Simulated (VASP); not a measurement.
Runs of VASP 6.6.1 on Cu3N. The structure is that of space group Pm-3m (No. 221), or close to it. The cells are those of the table. 

| level | potentials or basis | cell | cutoff (eV) | gap on the mesh (eV) | pressure (GPa) |
| --- | --- | --- | --- | --- | --- |
| PBE | VASP PAW PBE potentials, release 64 (Cu, N) | a = 3.789 Å, 4 atoms | 600 | 0.14 | (c) |
| r2SCAN | VASP PAW PBE potentials, release 64 (Cu, N) | a = 3.789 Å, 4 atoms | 660 | (b) | 0.7 |
| LDA | VASP PAW LDA potentials, release 64 (Cu, N) | a = 3.721 Å, 4 atoms | 600 | none | 1.0 |
| LDA | VASP PAW LDA potentials, release 64 (Cu, N) | a = 3.789 Å, 4 atoms | 600 | (a) | -6.1 |

Alike in all rows: task single point; no spin polarisation; k mesh 6 × 6 × 6; smearing fermi-dirac 0.02 eV.

Q: Estimate the missing entries.

A: (a) 0.15; (b) 0.25; (c) 4.7.

Caveats: the PAW data sets were made with another functional, which shifts forces and pressure a little (some runs).

A k mesh can miss the band edges.

A gap of «none» marks levels without a gap at the run's occupations.
